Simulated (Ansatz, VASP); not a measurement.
Al2GaP3 in VASP and in Ansatz

```
Al Ga P
1.0
     4.63730    0.00000    0.00000
    -2.31865    4.01602    0.00000
     0.00000    0.00000    6.04667
Al Ga P
2 1 3
Direct
  0.33333 0.66667 0.87316
  0.66667 0.33333 0.12684
  0.00000 0.00000 0.00000
  0.50000 0.00000 0.50000
  0.00000 0.50000 0.50000
  0.50000 0.50000 0.50000
```

Alike in both runs: functional PBE; k mesh 6 × 6 × 2; occupations gaussian, width 0.1 eV; no spin polarisation.

Ansatz relaxed the structure, and its values are those at the end. VASP's run is a single point on that final structure, the one shown.

|  | VASP | Ansatz |
| --- | --- | --- |
| version | VASP 6.6.1 | Ansatz 0.2.0 |
| potentials or method | VASP PAW PBE potentials, release 64 (Al, Ga_d, P), cutoff 520 eV | scalar-relativistic, plane waves, PAW |
| valence electrons in the cell | 34 | 34 |

Ansatz gave:

| Property | Result |
| --- | --- |
| gap on the k mesh at the Fermi level (eV) | none |
| pressure (GPa) | 0.1 |
| rms of the force components (eV/Å) | 0.004 |

Question: What did VASP give for the same quantities?

Answer: gap on the k mesh at the Fermi level (eV): none; pressure (GPa): -0.1; rms of the force components (eV/Å): 0.002.

A gap of «none» marks a metal or a gap that the smearing closes. The functional is the same, so the differences come from potentials, cutoffs and numerics.

The k mesh is coarse, so the values compare programs but aren't converged.
